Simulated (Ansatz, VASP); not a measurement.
One calculation of Ge, two programs

The input INCAR:

```
ALGO = Normal
EDIFF = 1E-7
ENCUT = 520
GGA = PE
ISIF = 2
ISMEAR = 0
LASPH = True
LCHARG = False
LREAL = False
LWAVE = False
NBANDS = 28
NELM = 60
PREC = Accurate
SIGMA = 0.1
```

KPOINTS

```
k-points
0
Gamma
  6 6 4
```

File POSCAR:

```
Ge
1.0
    2.9146241000      0.0000000000      0.0000000000
   -1.4573120500      2.5241385100      0.0000000000
    0.0000000000      0.0000000000      5.6635994800
Ge
3
Direct
    0.3333333300      0.6666666700      0.5826254100
    0.6666666700      0.3333333300      0.4173745900
    0.0000000000      0.0000000000      0.5000000000
```

Input for Ansatz:

```yaml
crystal:
  lattice:
    - [2.9146241, 0.0, 0.0]
    - [-1.45731205, 2.52413851, 0.0]
    - [0.0, 0.0, 5.66359948]
  atoms:
    - { symbol: Ge, position: [0.33333333, 0.66666667, 0.58262541] }
    - { symbol: Ge, position: [0.66666667, 0.33333333, 0.41737459] }
    - { symbol: Ge, position: [0.0, 0.0, 0.5] }
basis:
  ecutwfc: 420
kpoints:
  mp_grid: { grid: [6, 6, 4] }
hamiltonian:
  xc: pbe
scf:
  occupations: { method: gaussian, width: 0.1 }
  lower_state_search: "off"
output:
  forces: true
  stress: true
  eigenvalues: true
```

Alike in both runs: task single point; functional PBE; k mesh 6 × 6 × 4; occupations gaussian, width 0.1 eV; no spin polarisation.

|  | VASP | Ansatz |
| --- | --- | --- |
| version | VASP 6.6.1 | Ansatz 0.2.0 |
| potentials or method | VASP PAW PBE potentials, release 64 (Ge_d), cutoff 520 eV | scalar-relativistic, plane waves, PAW |
| valence electrons in the cell | 42 | 42 |

|  | VASP | Ansatz | Ansatz less VASP |
| --- | --- | --- | --- |
| gap on the k mesh at the Fermi level (eV) | none | none | - |
| rms of the force components (eV/Å) | 19.820 | 18.623 | -1.1975 |

Atom by atom the forces differ by 1.197 eV/Å (rms over components). A gap of «none» marks a metal or a gap that the smearing closes. With one functional, cell and mesh, what is left measures potentials, basis and numerics.

The k mesh is coarse, so the values compare programs but aren't converged.
